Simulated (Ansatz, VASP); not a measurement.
# HgTe in VASP and in Ansatz

```
CELL_PARAMETERS angstrom
0.00000 2.95995 2.95995
2.95995 0.00000 2.95995
2.95995 2.95995 0.00000
ATOMIC_POSITIONS crystal
Hg 0.00000 0.00000 0.00000
Te 0.50000 0.50000 0.50000
```

Change from the starting cell: volume scaled by 1.04.

Alike in both runs: task single point; functional PBEsol; k mesh 12 × 12 × 12; occupations fermi-dirac, width 0.08 eV; no spin polarisation.

```csv
,VASP,Ansatz
version,VASP 6.6.1,Ansatz 0.2.0
potentials or method,"VASP PAW PBE potentials, release 64 (Hg, Te), cutoff 520 eV","all-electron LAPW, scalar-relativistic"
```

Ansatz gave:

```
pressure (GPa) : 2.9
```

Question: What did VASP give for the same quantities?

Answer: Pressure (GPa): 3.1.

VASP's potentials were made for PBE, not for PBEsol. Ansatz ran all-electron here, and VASP with PAW potentials.

Spin-orbit coupling is off throughout.
